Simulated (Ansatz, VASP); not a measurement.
HfC in VASP and in Ansatz

```
Hf C
1.0
     0.00000    2.32034    2.32034
     2.32034    0.00000    2.32034
     2.32034    2.32034    0.00000
Hf C
1 1
Direct
  0.48276 0.51724 0.51724
  0.00000 0.00000 0.00000
```

Alike in both runs: task single point; functional r2SCAN; k mesh 12 × 12 × 12; occupations gaussian, width 0.05 eV; no spin polarisation.

|  | VASP | Ansatz |
| --- | --- | --- |
| version | VASP 6.6.1 | Ansatz 0.2.0 |
| potentials or method | VASP PAW PBE potentials, release 64 (Hf_pv, C), cutoff 520 eV | scalar-relativistic, plane waves, PAW |
| valence electrons in the cell | 14 | 30 |

VASP gave:

| Quantity | Value |
| --- | --- |
| gap on the k mesh at the Fermi level (eV) | none |
| pressure (GPa) | -0.5 |
| traceless stress, the component that is largest in VASP (GPa) | 1.27 |
| rms of the force components (eV/Å) | 0.337 |

What did Ansatz give for the same quantities?

gap on the k mesh at the Fermi level (eV): none; pressure (GPa): 0.6; traceless stress, the component that is largest in VASP (GPa): 1.24; rms of the force components (eV/Å): 0.345.

VASP's potentials were made for PBE, not for r2SCAN. Atom by atom the forces differ by 0.008 eV/Å (rms over components). A gap of «none» marks a metal or a gap that the smearing closes. With one functional, cell and mesh, what is left measures potentials, basis and numerics. VASP's potentials hold 14 valence electrons a cell and Ansatz's 30, so a difference there can come from the potentials and not from the codes.

Neither program's run includes spin-orbit coupling.
